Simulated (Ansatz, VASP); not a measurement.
**Al: VASP beside Ansatz**

```
CELL_PARAMETERS angstrom
0.00000 2.02073 2.02073
2.02073 0.00000 2.02073
2.02073 2.02073 0.00000
ATOMIC_POSITIONS crystal
Al 0.00000 0.00000 0.00000
```

Alike in both runs: functional PBE; k mesh 18 × 18 × 18; occupations gaussian, width 0.1 eV; no spin polarisation.

Ansatz relaxed the structure, and its values are those at the end. VASP's run is a single point on that final structure, the one shown.

```csv
,VASP,Ansatz
version,VASP 6.6.1,Ansatz 0.2.0
potentials or method,"VASP PAW PBE potentials, release 64 (Al), cutoff 520 eV","scalar-relativistic, plane waves, PAW"
valence electrons in the cell,3,3
```

|  | VASP | Ansatz | Ansatz less VASP |
| --- | --- | --- | --- |
| gap on the k mesh at the Fermi level (eV) | none | none | - |
| pressure (GPa) | 0.0 | 0.0 | +0.04 |

A gap of «none» marks a metal or a gap that the smearing closes.
